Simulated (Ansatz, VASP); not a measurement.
W in VASP and in Ansatz

INCAR

```
PREC     = Accurate       # precision mode
ENCUT    = 520            # plane-wave cutoff, eV
EDIFF    = 1E-6           # SCF threshold, eV
ISMEAR   = 0              # smearing method
SIGMA    = 0.15           # smearing width, eV
LREAL    = False          # projectors in reciprocal space
LASPH    = True           # aspherical terms in the spheres
NELM     = 60             # most SCF steps
ALGO     = Fast           # electronic algorithm
ISIF     = 2              # what is computed and relaxed
LWAVE    = False          # write WAVECAR
LCHARG   = False          # write CHGCAR
GGA      = PE             # functional
NBANDS   = 13             # bands
```

File KPOINTS:

```
regular mesh
0
Gamma
  20 20 20
```

The input POSCAR:

```
W
1.0
   -1.5973000000      1.5973000000      1.5334080000
    1.5973000000     -1.5973000000      1.5334080000
    1.5973000000      1.5973000000     -1.5334080000
W
1
Direct
    0.0000000000      0.0000000000      0.0000000000
```

Input for Ansatz:

```yaml
crystal:
  lattice:
    - [-1.5973, 1.5973, 1.533408]
    - [1.5973, -1.5973, 1.533408]
    - [1.5973, 1.5973, -1.533408]
  atoms:
    - { symbol: W, position: [0.0, 0.0, 0.0] }
basis:
  ecutwfc: 420
kpoints:
  mp_grid: { grid: [20, 20, 20] }
hamiltonian:
  xc: pbe
scf:
  occupations: { method: gaussian, width: 0.15 }
output:
  forces: true
  stress: true
  eigenvalues: true
```

Change from the starting cell: strain +0.000 along x and y, -0.040 along z, atoms carried along.

Alike in both runs: task single point; functional PBE; k mesh 20 × 20 × 20; occupations gaussian, width 0.15 eV; no spin polarisation.

|  | VASP | Ansatz |
| --- | --- | --- |
| version | VASP 6.6.1 | Ansatz 0.2.0 |
| potentials or method | VASP PAW PBE potentials, release 64 (W_sv), cutoff 520 eV | scalar-relativistic, plane waves, PAW |
| valence electrons in the cell | 14 | 14 |

|  | VASP | Ansatz | Ansatz less VASP |
| --- | --- | --- | --- |
| gap on the k mesh at the Fermi level (eV) | none | none | - |
| pressure (GPa) | 10.8 | 10.2 | -0.59 |
| traceless stress, the component that is largest in VASP (GPa) | 10.06 | 10.05 | -0.004 |

A gap of «none» marks a metal or a gap that the smearing closes.

Spin-orbit coupling is off throughout.
